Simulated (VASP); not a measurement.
Bi2Te3 (Tellurobismuthite), 5 atoms in the cell. The structure is trigonal, space group R-3m (No. 166). Conventional cell: a = 4.392 Å, b = 4.392 Å, c = 31.351 Å, α = 90.00°, β = 90.00°, γ = 120.00°. Bi (site symmetry 3m) has 6 Te at 3.06 to 3.25 Å within 4.0 Å. Within 4.3 Å of Te (site symmetry -3m) lie 6 Bi at 3.25 Å. Te (site symmetry 3m) has 3 Bi at 3.06 Å and 3 Te at 3.88 Å within 4.0 Å. 

- Program: VASP 6.6.1
- Task: single point
- Functional: PBE
- Potentials or basis: VASP PAW PBE potentials, release 64 (Bi_d, Te)
- Cutoff: 520 eV
- k mesh: 6 × 6 × 6
- Occupations: gaussian, width 0.01 eV
- Spin: no spin polarisation
- Dipole correction: no
- Further INCAR settings: ALGO = Normal; EDIFF = 1e-06; NBANDS = 32

Potentials or basis: VASP PAW PBE potentials, release 64 (Bi_d, Te).

Launch:

```bash
$ cat potpaw_PBE.64/Bi_d/POTCAR potpaw_PBE.64/Te/POTCAR > POTCAR
$ mpirun -np 1 vasp_std > vasp.out
```

Hardware: 1 thread of Intel(R) Xeon(R) Platinum 8259CL CPU @ 2.50GHz (Skylake/Cascade Lake) (shared host).

Problem. How long does it take, and how much memory?

Solution. It took 12 min on 1 thread of Intel(R) Xeon(R) Platinum 8259CL CPU @ 2.50GHz (Skylake/Cascade Lake), with other jobs on the host, peak memory 0.96 GiB. Counts: scf iterations 14, k points 32.
